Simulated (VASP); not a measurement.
Write the native input for VASP 6.6.1 that does the following.

```yaml
Task: electric field gradients
Functional: LDA
Potentials_or_basis: VASP PAW LDA potentials, release 64 (Au)
Cutoff: 520 eV
k_mesh: 15 × 15 × 15
Occupations: fermi-dirac, width 0.03 eV
Spin: no spin polarisation
Dipole_correction: no
Further_INCAR_settings: ALGO = Normal; EDIFF = 1e-08; NBANDS = 12
```

The structure of Au lies in POSCAR:

```
Au
1.0
    0.0000000000      2.0856442657      2.0856442657
    2.0856442657      0.0000000000      2.0856442657
    2.0856442657      2.0856442657      0.0000000000
Au
1
Direct
    0.0000000000      0.0000000000      0.0000000000
```

These files were run (other wordings do the same):

INCAR

```
ALGO     = Normal         # electronic algorithm
EDIFF    = 1E-8           # SCF threshold, eV
ENCUT    = 520            # plane-wave cutoff, eV
ISIF     = 2              # what is computed and relaxed
ISMEAR   = -1             # smearing method
LASPH    = True           # aspherical terms in the spheres
LCHARG   = False          # write CHGCAR
LEFG     = True         
LREAL    = False          # projectors in reciprocal space
LWAVE    = False          # write WAVECAR
NBANDS   = 12             # bands
NELM     = 80             # most SCF steps
PREC     = Accurate       # precision mode
SIGMA    = 0.03           # smearing width, eV
```

KPOINTS

```
k-points
0
Gamma
  15 15 15
```

Potentials or basis: VASP PAW LDA potentials, release 64 (Au).

Command:

```console
$ cat potpaw_LDA.64/Au/POTCAR > POTCAR
$ mpirun -np 1 vasp_std > vasp.out
```

It gave:

* Pressure: -13.2 GPa

Caveat: without QUAD_EFG the Cq values of the log hold for a quadrupole moment of 1 mb, not for the nuclei.

Run time: 6.7 s on 1 thread of Intel(R) Xeon(R) 6975P-C (Granite Rapids) (shared host), peak memory 0.14 GiB.
